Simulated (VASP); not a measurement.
# Pt (Fm-3m) in VASP: settings compared

Pt is run at these levels: pbe exchange, lda correlation; tasks: single point.

Program: VASP 6.6.1. These are calculated values, not measurements. Logs are shortened: lines on timing, memory, paths and dates and some standing lists are left out, and cuts for length are marked.

## 1. The cell of the first run

Symmetry: Fm-3m, No. 225, cubic system. The conventional cell has a = 3.895 Å, b = 3.895 Å, c = 3.895 Å, α = 90.00°, β = 90.00°, γ = 90.00°. Within 3.6 Å of Pt (site symmetry m-3m) lie 12 Pt at 2.75 Å.

## 2. Single point, pbe exchange, lda correlation, non-collinear spin, typed start (14.78 Å³/atom)

Input file INCAR:

```
SYSTEM = Pt
PREC = Accurate
ENCUT = 500
EDIFF = 1E-6
ISMEAR = 1
SIGMA = 0.01
LREAL = .False.
LASPH = .True.
NELM = 200
ALGO = Normal
ISIF = 2
LWAVE = .False.
LCHARG = .True.
LNONCOLLINEAR = .True.
MAGMOM = -0.051 -0.199 -0.079
LORBIT = 11
LMAXMIX = 4
GGA = LIBXC
LIBXC1 = GGA_X_PBE
LIBXC2 = LDA_C_PW
LVHAR = .True.
NBANDS = 21
GGA_COMPAT = .False.
```

Input file KPOINTS:

```
regular mesh
0
Gamma
  9 9 9
  0 0 0
```

Input file POSCAR:

```
Pt
1.0
    0.0000000000      1.9477392008      1.9477392008
    1.9477392008      0.0000000000      1.9477392008
    1.9477392008      1.9477392008      0.0000000000
Pt
1
Direct
    0.0000000000      0.0000000000      0.0000000000
```

Potentials or basis: VASP PAW PBE potentials, release 64 (Pt).

Started as:

```
$ cat potpaw_PBE.64/Pt/POTCAR > POTCAR
$ mpirun -np 1 vasp_ncl > vasp.out
```

OUTCAR:

```text
SYSTEM = Pt
   PREC = Accurate
   ENCUT = 500
   EDIFF = 1E-6
   ISMEAR = 1
   LREAL = .False.
   LASPH = .True.
   NELM = 200
   ISIF = 2
   LNONCOLLINEAR = .True.
   LORBIT = 11
   GGA = LIBXC

 ion  position               nearest neighbor table
   1  0.000  0.000  0.000-

  LATTYP: Found a face centered cubic cell.
 ALAT       =     3.8954784016

  Lattice vectors:

 A1 = (   0.0000000000,   1.9477392008,   1.9477392008)
 A2 = (   1.9477392008,   0.0000000000,   1.9477392008)
 A3 = (   1.9477392008,   1.9477392008,   0.0000000000)

Analysis of symmetry for initial positions (statically):
=====================================================================
 Subroutine PRICEL returns:
 Original cell was already a primitive cell.

 Routine SETGRP: Setting up the symmetry group for a
 face centered cubic supercell.

 Subroutine GETGRP returns: Found 48 space group operations
 (whereof 48 operations were pure point group operations)
 out of a pool of 48 trial point group operations.

The static configuration has the point symmetry O_h .

Analysis of symmetry for dynamics (positions and initial velocities):
=====================================================================
 Subroutine PRICEL returns:
 Original cell was already a primitive cell.

 Routine SETGRP: Setting up the symmetry group for a
 face centered cubic supercell.

 Subroutine GETGRP returns: Found 48 space group operations
 (whereof 48 operations were pure point group operations)
 out of a pool of 48 trial point group operations.

The dynamic configuration has the point symmetry O_h .

Analysis of structural, dynamic, and magnetic symmetry:
=====================================================================
 Subroutine PRICEL returns:
 Original cell was already a primitive cell.

 Routine SETGRP: Setting up the symmetry group for a
 face centered cubic supercell.

 Subroutine GETGRP returns: Found  2 space group operations
 (whereof  2 operations were pure point group operations)
 out of a pool of 48 trial point group operations.

The overall configuration has the point symmetry S_2 .

 Subroutine INISYM returns: Found  2 space group operations
 (whereof  2 operations are pure point group operations),
 and found     1 'primitive' translations

----------------------------------------------------------------------------------------

                                     Primitive cell

  volume of cell :      14.7782

  direct lattice vectors                    reciprocal lattice vectors
     0.000000000  1.947739201  1.947739201    -0.256707879  0.256707879  0.256707879
     1.947739201  0.000000000  1.947739201     0.256707879 -0.256707879  0.256707879
     1.947739201  1.947739201  0.000000000     0.256707879  0.256707879 -0.256707879

  length of vectors
     2.754519194  2.754519194  2.754519194     0.444631090  0.444631090  0.444631090

  position of ions in fractional coordinates (direct lattice)
     0.000000000  0.000000000  0.000000000

  ion indices of the primitive-cell ions
   primitive index   ion index
                 1           1

----------------------------------------------------------------------------------------

 KPOINTS: regular mesh

Automatic generation of k-mesh.
 Grid dimensions read from file:
 generate k-points for:    9    9    9

 Generating k-lattice:

  Cartesian coordinates                     Fractional coordinates (reciprocal lattice)
    -0.028523098  0.028523098  0.028523098     0.111111111  0.000000000  0.000000000
     0.028523098 -0.028523098  0.028523098     0.000000000  0.111111111  0.000000000
     0.028523098  0.028523098 -0.028523098     0.000000000  0.000000000  0.111111111

  Length of vectors
     0.049403454  0.049403454  0.049403454

  Shift w.r.t. Gamma in fractional coordinates (k-lattice)
     0.000000000  0.000000000  0.000000000

 Subroutine IBZKPT returns following result:
 ===========================================

 Found    365 irreducible k-points:

 Following reciprocal coordinates:
            Coordinates               Weight
  0.000000  0.000000  0.000000      1.000000
  0.111111  0.000000  0.000000      2.000000
  0.000000  0.111111  0.000000      2.000000
  0.000000  0.000000  0.111111      2.000000
  0.111111  0.111111  0.111111      2.000000
  0.222222  0.000000  0.000000      2.000000
[... 16 lines left out ...]
  0.111111  0.000000  0.222222      2.000000
  0.111111  0.111111 -0.111111      2.000000
 [... further k-points ...]
   k-points           NKPTS =    365   k-points in BZ     NKDIM =    365   number of bands    NBANDS=     21
   number of dos      NEDOS =    301   number of ions     NIONS =      1
   total plane-waves  NPLWV =   8000
   dimension x,y,z NGX =    20 NGY =   20 NGZ =   20
   dimension x,y,z NGXF=    40 NGYF=   40 NGZF=   40
   ions per type =               1
   NGX,Y,Z   is equivalent  to a cutoff of  12.07, 12.07, 12.07 a.u.
   NGXF,Y,Z  is equivalent  to a cutoff of  24.14, 24.14, 24.14 a.u.
 SYSTEM =  Pt
   PREC   = accura    normal or accurate (medium, high low for compatibility)
   ISTART =      0    job   : 0-new  1-cont  2-samecut
   ICHARG =      2    charge: 1-file 2-atom 10-const
   ISPIN  =      1    spin polarized calculation?
   LNONCOLLINEAR =      T non collinear calculations
   LSORBIT =      F    spin-orbit coupling
   LASPH  =      T    aspherical Exc in radial PAW
   ENCUT  =  500.0 eV  36.75 Ry    6.06 a.u.   5.02  5.02  5.02*2*pi/ulx,y,z
   NELM   =    200;   NELMIN=  2; NELMDL= -5     # of ELM steps
   EDIFF  = 0.1E-05   stopping-criterion for ELM
   LREAL  =      F    real-space projection
   EDIFFG = 0.1E-04   stopping-criterion for IOM
   NSW    =      0    number of steps for IOM
   IBRION =     -1    ionic relax: 0-MD 1-quasi-New 2-CG
   NFREE  =      0    steps in history (QN), initial steepest desc. (CG)
   ISIF   =      2    stress and relaxation
   ISYM   =      2    0-nonsym 1-usesym 2-fastsym
   POTIM  = 0.5000    time-step for ionic-motion
   TEBEG  =    0.0;   TEEND  =   0.0 temperature during run
   PSTRESS=    0.0 pullay stress
   NELECT =      10.0000    total number of electrons
   NUPDOWN=      -1.0000    fix difference up-down
   EMIN   =  10.00;   EMAX   =-10.00  energy-range for DOS
   EFERMI =   0.00;   METHOD = LEGACY
   ISMEAR =     1;   SIGMA  =   0.01  broadening in eV -4-tet -1-fermi 0-gaus
   EFERMI_NEDOS =   21; number of points for ismear=-14 and -15
   IALGO  =     38    algorithm
   IMIX   =      4    mixing-type and parameters
     AMIX     =   0.40;   BMIX     =  1.00
     AMIX_MAG =   1.60;   BMIX_MAG =  1.00
  volume/ion in A,a.u.               =      14.78        99.73
  Fermi-wavevector in a.u.,A,eV,Ry     =   1.437256  2.716019 28.105607  2.065704
  Thomas-Fermi vector in A             =   2.556353
   LORBIT       =     11    0 simple, 1 ext, 2 COOP (PROOUT), +10 PAW based schemes
   GGA     = LIBXC    functional components
   LHFCALC =     F    Hartree Fock is set to
   AEXX    =    0.0000 exact exchange contribution
   IVDW    =     0    specifies the selected vdW correction
   LEPSILON=     F    determine dielectric tensor
   LRPA    =     F    only Hartree local field effects (RPA)
 Methfessel and Paxton  Order N= 1 SIGMA  =   0.01
  energy-cutoff  :      500.00
  volume of cell :       14.78
 maximum number of plane-waves:       770
   NGX =  9   NGY =  9   NGZ =  9

 number of electron      10.0000000 magnetization      -0.0510000     -0.1990000     -0.0790000

 number of electron      10.0000000 magnetization       0.0057915      0.0228067      0.0091245

 Free energy of the ion-electron system (eV)
  ---------------------------------------------------
  ext. energy  EPLUGINS =         0.00000000
  ---------------------------------------------------
  free energy    TOTEN  =        -4.26641299 eV

  energy without entropy =       -4.26638803  energy(sigma->0) =       -4.26640467

 E-fermi :  11.6773     XC(G=0): -13.3315

 val. band max:       11.6740182336   @ k =   0.4444   0.3333   0.4444
 cond. band min:      11.6962666627   @ k =   0.1111   0.1111  -0.3333
 fundamental gap:      0.0222484290
 Fermi energy:        11.6772863760

 k-point     1 :       0.0000    0.0000    0.0000
  band No.  band energies     occupation
      1       1.5152      1.00000
      2       1.5173      1.00000
      3       7.7835      1.00000
      4       7.7835      1.00000
      5       7.7835      1.00000
      6       7.8013      1.00000
[... 13 lines left out ...]
     20      31.6504      0.00000
     21      37.5243      0.00000

 k-point     2 :       0.1111    0.0000    0.0000
  band No.  band energies     occupation
      1       2.0119      1.00000
      2       2.0141      1.00000
      3       7.5890      1.00000
      4       7.6062      1.00000
      5       7.9680      1.00000
      6       7.9680      1.00000
[... 13 lines left out ...]
     20      32.4211      0.00000
     21      38.9296      0.00000

 k-point     3 :       0.0000    0.1111    0.0000
  band No.  band energies     occupation
      1       2.0119      1.00000
      2       2.0141      1.00000
      3       7.5890      1.00000
      4       7.6062      1.00000
      5       7.9680      1.00000
      6       7.9680      1.00000
[... 13 lines left out ...]
     20      32.4211      0.00000
     21      38.9287      0.00000

 k-point     4 :       0.0000    0.0000    0.1111
  band No.  band energies     occupation
      1       2.0119      1.00000
      2       2.0141      1.00000
      3       7.5890      1.00000
      4       7.6062      1.00000
      5       7.9680      1.00000
      6       7.9680      1.00000
[... 13 lines left out ...]
     20      32.4211      0.00000
     21      38.9296      0.00000

 k-point     5 :       0.1111    0.1111    0.1111
  band No.  band energies     occupation
      1       2.0119      1.00000
      2       2.0141      1.00000
      3       7.5890      1.00000
      4       7.6062      1.00000
      5       7.9680      1.00000
      6       7.9680      1.00000
[... 13 lines left out ...]
     20      32.4211      0.00000
     21      38.9288      0.00000

 k-point     6 :       0.2222    0.0000    0.0000
  band No.  band energies     occupation
      1       3.2480      1.00000
      2       3.2511      1.00000
      3       7.4139      1.00000
      4       7.4288      1.00000
      5       8.1815      1.00000
      6       8.1815      1.00000
[... 13 lines left out ...]
     20      34.3851      0.00000
     21      35.8489      0.00000

 k-point     7 :       0.0000    0.2222    0.0000
  band No.  band energies     occupation
      1       3.2480      1.00000
      2       3.2511      1.00000
      3       7.4139      1.00000
      4       7.4288      1.00000
      5       8.1815      1.00000
      6       8.1815      1.00000
[... 13 lines left out ...]
     20      34.3851      0.00000
     21      35.8495      0.00000
[... 291 lines left out ...]
      1       2.1811      1.00000
      2       2.1832      1.00000
      3       7.3667      1.00000
      4       7.3839      1.00000
      5       8.1343      1.00000
      6       8.1343      1.00000
[... 13 lines left out ...]
     20      31.7035      0.00000
     21      40.4591      0.00000

 k-point    21 :       0.2222    0.1111    0.0000
  band No.  band energies     occupation
      1       3.2115      1.00000
      2       3.2141      1.00000
      3       7.0003      1.00000
      4       7.0164      1.00000
      5       8.3486      1.00000
      6       8.3668      1.00000
[... 13 lines left out ...]
     20      32.9496      0.00000
     21      36.7037      0.00000

 k-point    22 :       0.0000    0.2222    0.1111
  band No.  band energies     occupation
      1       3.2115      1.00000
      2       3.2141      1.00000
      3       7.0003      1.00000
      4       7.0164      1.00000
      5       8.3486      1.00000
      6       8.3668      1.00000
[... 13 lines left out ...]
     20      32.9496      0.00000
     21      36.7059      0.00000

 k-point    23 :       0.1111    0.0000    0.2222
  band No.  band energies     occupation
      1       3.2115      1.00000
      2       3.2141      1.00000
      3       7.0003      1.00000
      4       7.0164      1.00000
      5       8.3486      1.00000
      6       8.3668      1.00000
[... 13 lines left out ...]
     20      32.9496      0.00000
     21      36.7035      0.00000

 k-point    24 :       0.1111    0.1111   -0.1111
  band No.  band energies     occupation
      1       3.2115      1.00000
      2       3.2141      1.00000
      3       7.0003      1.00000
      4       7.0164      1.00000
      5       8.3486      1.00000
      6       8.3668      1.00000
[... 13 lines left out ...]
     20      32.9496      0.00000
     21      36.7052      0.00000

 [... further k-points ...]

------------------------ aborting loop because EDIFF is reached ----------------------------------------

  FORCE on cell =-STRESS in cart. coord.  units (eV):
  Direction    XX          YY          ZZ          XY          YZ          ZX
  --------------------------------------------------------------------------------------
  -------------------------------------------------------------------------------------
  Total        3.3968362      3.3968362      3.3968457     -0.0000014     -0.0000015     -0.0000016
  in kB      368.2669757    368.2669787    368.2680069     -0.0001512     -0.0001613     -0.0001708
  external PRESSURE =     368.2673204 kB  Pullay stress =       0.0000000 kB

 VOLUME and BASIS-vectors are now :
 -----------------------------------------------------------------------------
  energy-cutoff  :      500.00
  volume of cell :       14.78
      direct lattice vectors                 reciprocal lattice vectors
     0.000000000  1.947739201  1.947739201    -0.256707879  0.256707879  0.256707879
     1.947739201  0.000000000  1.947739201     0.256707879 -0.256707879  0.256707879
     1.947739201  1.947739201  0.000000000     0.256707879  0.256707879 -0.256707879

 POSITION                                       TOTAL-FORCE (eV/Angst)
 -----------------------------------------------------------------------------------
      0.00000      0.00000      0.00000        -0.000000      0.000000      0.000000
 -----------------------------------------------------------------------------------
    total drift:                                0.000000      0.000000      0.000000

  FREE ENERGIE OF THE ION-ELECTRON SYSTEM (eV)
  ---------------------------------------------------
  free  energy   TOTEN  =        -4.2664129864 eV

  energy  without entropy=       -4.2663880272  energy(sigma->0) =       -4.26640467

 total charge

# of ion       s       p       d       tot
------------------------------------------
    1        0.652   0.608   8.138   9.399

 magnetization (x)

# of ion       s       p       d       tot
------------------------------------------
    1       -0.000  -0.000   0.006   0.006

 magnetization (y)

# of ion       s       p       d       tot
------------------------------------------
    1       -0.000  -0.001   0.024   0.023

 magnetization (z)

# of ion       s       p       d       tot
------------------------------------------
    1       -0.000  -0.000   0.010   0.009
```

It took 2.4 min on 1 thread of Intel Xeon Platinum 8488C (Sapphire Rapids), shared host; peak memory 0.28 GiB.

What came out:

| Property | Result |
| --- | --- |
| Free energy | -4.2664 eV |
| Pressure | 36.8 GPa |
| Band gap on the k mesh | zero (bands 10 and 11 overlap by 2.15 eV) |
| Net moment | 0.03 μB per cell |
| Valence electrons inside the program's atomic spheres | Pt 9.40 |

Levels at points of the mesh, in eV from the Fermi level:
| k point | band 8 | band 9 | band 10 | band 11 | band 12 | band 13 |
| --- | --- | --- | --- | --- | --- | --- |
| (0.00, 0.00, 0.00) | -3.88 | -1.71 | -1.71 | -1.69 | -1.69 | 15.03 |

Moments on the atoms (μB; x, y, z):
```
Pt  0.01 0.02 0.01
```

Caveat: the cell stands under pressure; the PAW data sets were made with another functional, which shifts forces and pressure a little; spin-orbit coupling is left out, which moves the levels of the heavy elements.

## 3. Single point, pbe exchange, lda correlation, non-collinear spin, typed start (15.08 Å³/atom)

This run uses another cell than the first one, of 15.08 Å³/atom.

Input file INCAR:

```
PREC = Accurate
ENCUT = 500
EDIFF = 1E-6
ISMEAR = 1
SIGMA = 0.01
LREAL = F
LASPH = T
NELM = 200
ALGO = Normal
ISIF = 2
LWAVE = F
LCHARG = T
LNONCOLLINEAR = T
MAGMOM = -0.051 -0.199 -0.079
LORBIT = 11
LMAXMIX = 4
GGA = LIBXC
LIBXC1 = GGA_X_PBE
LIBXC2 = LDA_C_PW
LVHAR = T
NBANDS = 21
GGA_COMPAT = F
```

Input file KPOINTS:

```
Automatic mesh
0
Gamma
  9 9 9
```

Input file POSCAR:

```
Pt
1.0
    0.0000000000      1.9609000000      1.9609000000
    1.9609000000      0.0000000000      1.9609000000
    1.9609000000      1.9609000000      0.0000000000
Pt
1
Direct
    0.0000000000      0.0000000000      0.0000000000
```

Potentials or basis: VASP PAW PBE potentials, release 64 (Pt).

Started as:

```
$ cat potpaw_PBE.64/Pt/POTCAR > POTCAR
$ mpirun -np 1 vasp_ncl > vasp.out
```

Wall time 2.9 min (1 thread of Intel Xeon Platinum 8488C (Sapphire Rapids), shared host); peak memory 0.27 GiB.

The run converged. Its results:

```
Free energy                                           : -4.3292 eV
Pressure                                              : 29.8 GPa
Band gap on the k mesh                                : zero (bands 10 and 11 overlap by 2.08 eV)
Net moment                                            : 0.03 μB per cell
Valence electrons inside the program's atomic spheres : Pt 9.35
```

Levels at points of the mesh, in eV from the Fermi level:
```
           k point  band 8  band 9  band 10  band 11  band 12  band 13
(0.00, 0.00, 0.00)   -3.75   -1.65    -1.65    -1.63    -1.63    15.10
```

Moments on the atoms (μB; x, y, z):
```
Pt  0.01 0.02 0.01
```

Caveat: the cell stands under pressure; the PAW data sets were made with another functional, which shifts forces and pressure a little; spin-orbit coupling is left out, which moves the levels of the heavy elements.

## 4. Single point, pbe exchange, lda correlation, non-collinear spin, typed start (15.38 Å³/atom)

This run uses another cell than the first one, of 15.38 Å³/atom.

Input file INCAR:

```
PREC = Accurate ; ENCUT = 500
EDIFF = 1E-6 ; ISMEAR = 1
SIGMA = 0.01 ; LREAL = False
LASPH = True ; NELM = 200
ALGO = Normal ; ISIF = 2
LWAVE = False ; LCHARG = False
LNONCOLLINEAR = True ; MAGMOM = -0.051 -0.199 -0.079
LORBIT = 11 ; LMAXMIX = 4
GGA = LIBXC ; LIBXC1 = GGA_X_PBE
LIBXC2 = LDA_C_PW ; NBANDS = 21
GGA_COMPAT = False
```

KPOINTS is that of step 3.

Input file POSCAR:

```
Pt
1.0
    0.0000000000      1.9738864712      1.9738864712
    1.9738864712      0.0000000000      1.9738864712
    1.9738864712      1.9738864712      0.0000000000
Pt
1
Direct
    0.0000000000      0.0000000000      0.0000000000
```

Started as:

```
$ cat potpaw_PBE.64/Pt/POTCAR > POTCAR
$ mpirun -np 1 vasp_ncl > vasp.out
```

Wall time 2.8 min (1 thread of Intel Xeon Platinum 8488C (Sapphire Rapids), shared host); peak memory 0.27 GiB.

Results (log left out):

- Free energy: -4.3794 eV
- Pressure: 23.5 GPa
- Band gap on the k mesh: zero (bands 10 and 11 overlap by 2.01 eV)
- Net moment: 0.03 μB per cell
- Valence electrons inside the program's atomic spheres: Pt 9.30

Levels at points of the mesh, in eV from the Fermi level:
```csv
k point,band 6,band 7,band 8,band 9,band 10,band 11,band 12,band 13,band 14,band 15
"(0.00, 0.00, 0.00)",-3.62,-3.62,-3.62,-1.60,-1.60,-1.58,-1.58,15.16,15.16,19.86
```

Moments on the atoms (μB; x, y, z):
```
Pt  0.01 0.02 0.01
```

Caveat: the cell stands under pressure; the PAW data sets were made with another functional, which shifts forces and pressure a little; spin-orbit coupling is left out, which moves the levels of the heavy elements.

(Continued in part 2 of 2.)
